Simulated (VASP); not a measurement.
# TaN (P6_3/mmc) in VASP: further runs

Runs on TaN. Level: PBE. Tasks: electric field gradients.

All numbers are computed with VASP 6.6.1; they aren't measurements. Logs are shortened: lines on timing, memory, paths and dates and some standing lists are left out, and cuts for length are marked.

**1. The cell of the first run**

The structure is hexagonal, space group P6_3/mmc (No. 194). The conventional cell has a = 3.068 Å, b = 3.068 Å, c = 4.951 Å, α = 90.00°, β = 90.00°, γ = 120.00°. Within 2.9 Å of Ta (site symmetry -3m) lie 6 N at 2.16 Å and 2 Ta at 2.48 Å. N (site symmetry -6m2) has 6 Ta at 2.16 Å within 2.9 Å.

**2. Electric field gradients, PBE (volume scaled by 1.02)**

File INCAR:

```
PREC = Accurate
ENCUT = 520
EDIFF = 1E-8
ISMEAR = -1
SIGMA = 0.01
LREAL = F
LASPH = T
NELM = 60
ALGO = Normal
ISIF = 2
LWAVE = F
LCHARG = F
GGA = PE
LEFG = T
NBANDS = 24
```

File KPOINTS:

```
Automatic mesh
0
Gamma
  9 9 5
```

File POSCAR:

```
TaN
1.0
    3.0681880104      0.0000000000      0.0000000000
   -1.5340940052      2.6571287606      0.0000000000
    0.0000000000      0.0000000000      4.9505704856
Ta N
2 2
Direct
    0.0000000000      0.0000000000      0.0000000000
    0.0000000000      0.0000000000      0.5000000000
    0.3333333333      0.6666666667      0.2500000000
    0.6666666667      0.3333333333      0.7500000000
```

Potentials or basis: VASP PAW PBE potentials, release 64 (Ta_pv, N).

The run is started by

```sh
$ cat potpaw_PBE.64/Ta_pv/POTCAR potpaw_PBE.64/N/POTCAR > POTCAR
$ mpirun -np 1 vasp_std > vasp.out
```

OUTCAR:

```text
PREC = Accurate
   ENCUT = 520
   EDIFF = 1E-8
   ISMEAR = -1
   LREAL = F
   LASPH = T
   NELM = 60
   ISIF = 2
   GGA = PE

 ion  position               nearest neighbor table
   1  0.000  0.000  0.000-   3 2.16   4 2.16   4 2.16   3 2.16   4 2.16   3 2.16   2 2.48   2 2.48

   2  0.000  0.000  0.500-   3 2.16   4 2.16   4 2.16   3 2.16   4 2.16   3 2.16   1 2.48   1 2.48

   3  0.333  0.667  0.250-   1 2.16   2 2.16   1 2.16   2 2.16   1 2.16   2 2.16
   4  0.667  0.333  0.750-   1 2.16   2 2.16   1 2.16   2 2.16   1 2.16   2 2.16

  LATTYP: Found a hexagonal cell.
 ALAT       =     3.0681880104
 C/A-ratio  =     1.6135160130

  Lattice vectors:

 A1 = (   3.0681880104,   0.0000000000,   0.0000000000)
 A2 = (  -1.5340940052,   2.6571287606,   0.0000000000)
 A3 = (   0.0000000000,   0.0000000000,   4.9505704856)

Analysis of symmetry for initial positions (statically):
=====================================================================
 Subroutine PRICEL returns:
 Original cell was already a primitive cell.

 Routine SETGRP: Setting up the symmetry group for a
 hexagonal supercell.

 Subroutine GETGRP returns: Found 24 space group operations
 (whereof 12 operations were pure point group operations)
 out of a pool of 24 trial point group operations.

The static configuration has the point symmetry D_3d.
 The point group associated with its full space group is D_6h.

Analysis of symmetry for dynamics (positions and initial velocities):
=====================================================================
 Subroutine PRICEL returns:
 Original cell was already a primitive cell.

 Routine SETGRP: Setting up the symmetry group for a
 hexagonal supercell.

 Subroutine GETGRP returns: Found 24 space group operations
 (whereof 12 operations were pure point group operations)
 out of a pool of 24 trial point group operations.

The dynamic configuration has the point symmetry D_3d.
 The point group associated with its full space group is D_6h.

 Subroutine INISYM returns: Found 24 space group operations
 (whereof 12 operations are pure point group operations),
 and found     1 'primitive' translations

----------------------------------------------------------------------------------------

                                     Primitive cell

  volume of cell :      40.3599

  direct lattice vectors                    reciprocal lattice vectors
     3.068188010  0.000000000  0.000000000     0.325925268  0.188173041  0.000000000
    -1.534094005  2.657128761  0.000000000     0.000000000  0.376346083  0.000000000
     0.000000000  0.000000000  4.950570486     0.000000000  0.000000000  0.201996922

  length of vectors
     3.068188010  3.068188010  4.950570486     0.376346083  0.376346083  0.201996922

  position of ions in fractional coordinates (direct lattice)
     0.000000000  0.000000000  0.000000000
     0.000000000  0.000000000  0.500000000
     0.333333333  0.666666667  0.250000000
     0.666666667  0.333333333  0.750000000

  ion indices of the primitive-cell ions
   primitive index   ion index
                 1           1
                 2           2
                 3           3
                 4           4

----------------------------------------------------------------------------------------

 KPOINTS: Automatic mesh

Automatic generation of k-mesh.
 Grid dimensions read from file:
 generate k-points for:    9    9    5

 Generating k-lattice:

  Cartesian coordinates                     Fractional coordinates (reciprocal lattice)
     0.036213919  0.020908116  0.000000000     0.111111111  0.000000000  0.000000000
     0.000000000  0.041816231  0.000000000     0.000000000  0.111111111  0.000000000
     0.000000000  0.000000000  0.040399384     0.000000000  0.000000000  0.200000000

  Length of vectors
     0.041816231  0.041816231  0.040399384

  Shift w.r.t. Gamma in fractional coordinates (k-lattice)
     0.000000000  0.000000000  0.000000000

 Subroutine IBZKPT returns following result:
 ===========================================

 Found     36 irreducible k-points:

 Following reciprocal coordinates:
            Coordinates               Weight
  0.000000  0.000000  0.000000      1.000000
  0.111111 -0.000000  0.000000      6.000000
  0.222222 -0.000000  0.000000      6.000000
  0.333333 -0.000000  0.000000      6.000000
  0.444444 -0.000000  0.000000      6.000000
  0.111111  0.111111  0.000000      6.000000
[... 16 lines left out ...]
  0.333333  0.222222  0.200000     24.000000
  0.333333  0.333333  0.200000      4.000000
 [... further k-points ...]
   k-points           NKPTS =     36   k-points in BZ     NKDIM =     36   number of bands    NBANDS=     24
   number of dos      NEDOS =    301   number of ions     NIONS =      4
   total plane-waves  NPLWV =  23040
   dimension x,y,z NGX =    24 NGY =   24 NGZ =   40
   dimension x,y,z NGXF=    48 NGYF=   48 NGZF=   80
   ions per type =               2   2
   NGX,Y,Z   is equivalent  to a cutoff of  13.00, 13.00, 13.43 a.u.
   NGXF,Y,Z  is equivalent  to a cutoff of  26.01, 26.01, 26.86 a.u.
 SYSTEM =  unknown system
   PREC   = accura    normal or accurate (medium, high low for compatibility)
   ISTART =      0    job   : 0-new  1-cont  2-samecut
   ICHARG =      2    charge: 1-file 2-atom 10-const
   ISPIN  =      1    spin polarized calculation?
   LNONCOLLINEAR =      F non collinear calculations
   LSORBIT =      F    spin-orbit coupling
   LASPH  =      T    aspherical Exc in radial PAW
   ENCUT  =  520.0 eV  38.22 Ry    6.18 a.u.   5.70  5.70  9.20*2*pi/ulx,y,z
   NELM   =     60;   NELMIN=  2; NELMDL= -5     # of ELM steps
   EDIFF  = 0.1E-07   stopping-criterion for ELM
   LREAL  =      F    real-space projection
   EDIFFG = 0.1E-06   stopping-criterion for IOM
   NSW    =      0    number of steps for IOM
   IBRION =     -1    ionic relax: 0-MD 1-quasi-New 2-CG
   NFREE  =      0    steps in history (QN), initial steepest desc. (CG)
   ISIF   =      2    stress and relaxation
   ISYM   =      2    0-nonsym 1-usesym 2-fastsym
   POTIM  = 0.5000    time-step for ionic-motion
   TEBEG  =    0.0;   TEEND  =   0.0 temperature during run
   PSTRESS=    0.0 pullay stress
   NELECT =      32.0000    total number of electrons
   NUPDOWN=      -1.0000    fix difference up-down
   EMIN   =  10.00;   EMAX   =-10.00  energy-range for DOS
   EFERMI =   0.00;   METHOD = LEGACY
   ISMEAR =    -1;   SIGMA  =   0.01  broadening in eV -4-tet -1-fermi 0-gaus
   EFERMI_NEDOS =   21; number of points for ismear=-14 and -15
   IALGO  =     38    algorithm
   IMIX   =      4    mixing-type and parameters
     AMIX     =   0.40;   BMIX     =  1.00
     AMIX_MAG =   1.60;   BMIX_MAG =  1.00
  volume/ion in A,a.u.               =      10.09        68.09
  Fermi-wavevector in a.u.,A,eV,Ry     =   1.515217  2.863345 31.237386  2.295883
  Thomas-Fermi vector in A             =   2.624771
   LORBIT       =      0    0 simple, 1 ext, 2 COOP (PROOUT), +10 PAW based schemes
   GGA     = PE    functional components
   LHFCALC =     F    Hartree Fock is set to
   AEXX    =    0.0000 exact exchange contribution
   IVDW    =     0    specifies the selected vdW correction
   LEPSILON=     F    determine dielectric tensor
   LRPA    =     F    only Hartree local field effects (RPA)
 non-spin polarized calculation
  energy-cutoff  :      520.00
  volume of cell :       40.36
 maximum number of plane-waves:      1099
 NGX is ok and might be reduce to    24
   NGX = 11   NGY = 11   NGZ = 19

 number of electron      32.0000003 magnetization

 Free energy of the ion-electron system (eV)
  ---------------------------------------------------
  ext. energy  EPLUGINS =         0.00000000
  ---------------------------------------------------
  free energy    TOTEN  =       -41.56650384 eV

  energy without entropy =      -41.56483807  energy(sigma->0) =      -41.56567096

 E-fermi :   9.6664     XC(G=0): -13.6352

 val. band max:        9.6613146373   @ k =   0.2222   0.2222   0.4000
 cond. band min:       9.6784218088   @ k =   0.3333   0.2222   0.2000
 fundamental gap:      0.0171071715
 Fermi energy:         9.6664086406

 k-point     1 :       0.0000    0.0000    0.0000
  band No.  band energies     occupation
      1     -27.4145      2.00000
      2     -25.6974      2.00000
      3     -25.6974      2.00000
      4     -25.3451      2.00000
      5     -25.3451      2.00000
      6     -24.5390      2.00000
[... 16 lines left out ...]
     23      14.5993      0.00000
     24      16.1941      0.00000

 k-point     2 :       0.1111   -0.0000    0.0000
  band No.  band energies     occupation
      1     -27.3897      2.00000
      2     -25.8036      2.00000
      3     -25.7196      2.00000
      4     -25.4265      2.00000
      5     -25.3628      2.00000
      6     -24.5295      2.00000
[... 16 lines left out ...]
     23      15.1487      0.00000
     24      16.1178      0.00000

 k-point     3 :       0.2222   -0.0000    0.0000
  band No.  band energies     occupation
      1     -27.3263      2.00000
      2     -26.0626      2.00000
      3     -25.7752      2.00000
      4     -25.6276      2.00000
      5     -25.4071      2.00000
      6     -24.5052      2.00000
[... 16 lines left out ...]
     23      16.1098      0.00000
     24      16.2697      0.00000

 k-point     4 :       0.3333   -0.0000    0.0000
  band No.  band energies     occupation
      1     -27.2532      2.00000
      2     -26.3416      2.00000
      3     -25.8486      2.00000
      4     -25.8376      2.00000
      5     -25.4571      2.00000
      6     -24.4774      2.00000
[... 16 lines left out ...]
     23      16.6235      0.00000
     24      16.8962      0.00000

 k-point     5 :       0.4444   -0.0000    0.0000
  band No.  band energies     occupation
      1     -27.2051      2.00000
      2     -26.5156      2.00000
      3     -25.9887      2.00000
      4     -25.8778      2.00000
      5     -25.4894      2.00000
      6     -24.4592      2.00000
[... 451 lines left out ...]
 k-point    22 :       0.2222    0.2222    0.2000
  band No.  band energies     occupation
      1     -26.9913      2.00000
      2     -26.3080      2.00000
      3     -25.9463      2.00000
      4     -25.9056      2.00000
      5     -25.6113      2.00000
      6     -24.7698      2.00000
[... 16 lines left out ...]
     23      15.9770      0.00000
     24      17.0618      0.00000

 k-point    23 :       0.3333    0.2222    0.2000
  band No.  band energies     occupation
      1     -26.9550      2.00000
      2     -26.3653      2.00000
      3     -26.0554      2.00000
      4     -25.9554      2.00000
      5     -25.7009      2.00000
      6     -24.7528      2.00000
[... 16 lines left out ...]
     23      16.1499      0.00000
     24      17.3872      0.00000

 k-point    24 :       0.3333    0.3333    0.2000
  band No.  band energies     occupation
      1     -26.9421      2.00000
      2     -26.2410      2.00000
      3     -26.2410      2.00000
      4     -25.8536      2.00000
      5     -25.8536      2.00000
      6     -24.7469      2.00000
[... 16 lines left out ...]
     23      16.8655      0.00000
     24      16.8655      0.00000

 [... further k-points ...]
[... 5 lines left out ...]
  --------------------------------------------------------------------------------------
  -------------------------------------------------------------------------------------
  Total        6.0258505      6.0258505     26.2479364      0.0000000      0.0000000     -0.0000000
  in kB      239.2098827    239.2098827   1041.9717181      0.0000000      0.0000000     -0.0000000
  external PRESSURE =     506.7971612 kB  Pullay stress =       0.0000000 kB

 VOLUME and BASIS-vectors are now :
 -----------------------------------------------------------------------------
  energy-cutoff  :      520.00
  volume of cell :       40.36
      direct lattice vectors                 reciprocal lattice vectors
     3.068188010  0.000000000  0.000000000     0.325925268  0.188173041  0.000000000
    -1.534094005  2.657128761  0.000000000     0.000000000  0.376346083  0.000000000
     0.000000000  0.000000000  4.950570486     0.000000000  0.000000000  0.201996922

 POSITION                                       TOTAL-FORCE (eV/Angst)
 -----------------------------------------------------------------------------------
      0.00000      0.00000      0.00000         0.000000      0.000000     -0.000000
      0.00000      0.00000      2.47529         0.000000      0.000000     -0.000000
     -0.00000      1.77142      1.23764        -0.000000      0.000000     -0.000000
      1.53409      0.88571      3.71293        -0.000000     -0.000000      0.000000
 -----------------------------------------------------------------------------------
    total drift:                               -0.000000      0.000000      0.000000

  FREE ENERGIE OF THE ION-ELECTRON SYSTEM (eV)
  ---------------------------------------------------
  free  energy   TOTEN  =       -41.5665038413 eV

  energy  without entropy=      -41.5648380692  energy(sigma->0) =      -41.56567096

 Electric field gradients (V/A^2)
---------------------------------------------------------------------
 ion       V_xx      V_yy      V_zz      V_xy      V_xz      V_yz
---------------------------------------------------------------------
   1      88.894    88.893  -177.787    -0.000    -0.000     0.000
   2      88.894    88.893  -177.787    -0.000     0.000    -0.000
   3      -2.861    -2.861     5.722     0.000     0.000    -0.000
   4      -2.861    -2.861     5.722     0.000     0.000     0.000
---------------------------------------------------------------------

 Electric field gradients after diagonalization (V/A^2)
 (convention: |V_zz| > |V_xx| > |V_yy|)
----------------------------------------------------------------------
 ion       V_xx      V_yy      V_zz     asymmetry (V_yy - V_xx)/ V_zz
----------------------------------------------------------------------
   1      88.894    88.893  -177.787       0.000
   2      88.894    88.893  -177.787       0.000
   3      -2.862    -2.861     5.722       0.000
   4      -2.862    -2.861     5.722       0.000
----------------------------------------------------------------------

           NMR quadrupolar parameters

 Cq : quadrupolar parameter    Cq=e*Q*V_zz/h
 eta: asymmetry parameters     (V_yy - V_xx)/ V_zz
 Q  : nuclear electric quadrupole moment in mb (millibarn)
----------------------------------------------------------------------
 ion       Cq(MHz)       eta       Q (mb)
----------------------------------------------------------------------
   1      -0.430       0.000       1.000
   2      -0.430       0.000       1.000
   3       0.014       0.000       1.000
   4       0.014       0.000       1.000
----------------------------------------------------------------------
```

Wall time 62 s (1 thread of Intel Xeon 8259CL, shared host); peak memory 0.18 GiB.

What came out:

| Quantity | Value |
| --- | --- |
| Free energy | -41.5665 eV |
| Pressure | 50.7 GPa |
| Band gap on the k mesh | zero (band 16 reaches 10.35 eV, above the bottom of band 17 at 7.88 eV) |

Levels at points of the mesh, in eV from the Fermi level:
```
           k point  band 13  band 14  band 15  band 16  band 17  band 18  band 19  band 20
(0.00, 0.00, 0.00)    -3.58    -3.58    -3.57    -1.78    -1.78    -0.60    -0.60     2.64
```

Electric field gradients, principal values (V/Å²):
| atom | least | middle | greatest (by size) |
| --- | --- | --- | --- |
| 1 Ta | 88.893 | 88.894 | -177.787 |
| 2 Ta | 88.893 | 88.894 | -177.787 |
| 3 N | -2.861 | -2.862 | 5.722 |
| 4 N | -2.861 | -2.862 | 5.722 |

Caveat: without QUAD_EFG the Cq values of the log hold for a quadrupole moment of 1 mb, not for the nuclei; spin-orbit coupling is left out, which moves the levels of the heavy elements.

(Continued in part 2 of 2.)
